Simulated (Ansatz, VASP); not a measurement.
Pd: VASP beside Ansatz

```
Pd
1.0
     2.66472    0.00000    0.00000
    -1.33236    2.30771    0.00000
     0.00000    0.00000    4.28601
Pd
2
Cartesian
  1.3324 0.7692 3.2145
  0.0000 1.5385 1.0715
```

Alike in both runs: task relaxation of cell and atoms; functional r2SCAN; k mesh 12 × 12 × 6; occupations gaussian, width 0.1 eV; no spin polarisation.

```csv
,VASP,Ansatz
version,VASP 6.6.1,Ansatz 0.2.0
potentials or method,"VASP PAW PBE potentials, release 64 (Pd), cutoff 600 eV","scalar-relativistic, plane waves, PAW"
valence electrons in the cell,20,36
```

|  | VASP | Ansatz | Ansatz less VASP |
| --- | --- | --- | --- |
| gap on the k mesh at the Fermi level, each at its own relaxed structure (eV) | none | none | - |
| relaxed volume (Å³/atom) | 15.03 | 14.99 | -0.041 |
| relaxed cell length with the largest relative difference (Å) | 2.745 | 2.742 | -0.0027 |

VASP's potentials were made for PBE, not for r2SCAN. A gap of «none» marks a metal or a gap that the smearing closes. VASP's potentials hold 20 valence electrons a cell and Ansatz's 36, so a difference there can come from the potentials and not from the codes.
